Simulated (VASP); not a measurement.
Input of a VASP 6.6.1 run:

INCAR

```
PREC = Accurate ; ENCUT = 520
EDIFF = 1E-6 ; ISMEAR = -1
SIGMA = 0.05 ; LREAL = False
LASPH = True ; NELM = 60
ALGO = Normal ; ISIF = 2
LWAVE = False ; LCHARG = True
LELF = True ; LVHAR = True
NBANDS = 11
```

The input KPOINTS:

```
Automatic mesh
0
Gamma
  10 10 10
```

POSCAR

```
MgO
1.0
    2.9380209034      0.0000000000      0.0000000000
   -1.4690104517      2.5444007392      0.0000000000
    0.0000000000      0.0000000000      2.6796800000
Mg O
1 1
Direct
    0.0000000000      0.0000000000      0.0000000000
    0.3333333333      0.6666666667      0.5000000000
```

Potentials or basis: VASP PAW LDA potentials, release 64 (Mg, O).

Command:

```console
$ cat potpaw_LDA.64/Mg/POTCAR potpaw_LDA.64/O/POTCAR > POTCAR
$ mpirun -np 1 vasp_std > vasp.out
```

Task: Estimate the pressure.

Result: -11.0 GPa.

Task: Estimate the band gap on the k mesh.

Result: 2.95 eV, indirect (least direct gap 3.35 eV).

Stress tensor (GPa, compression positive):
```
-10.44   0.00   0.00
  0.00 -10.44   0.00
  0.00   0.00 -12.02
```

A k mesh can miss the band edges. A hybrid or GW would open this gap; LDA tends to underestimate it.
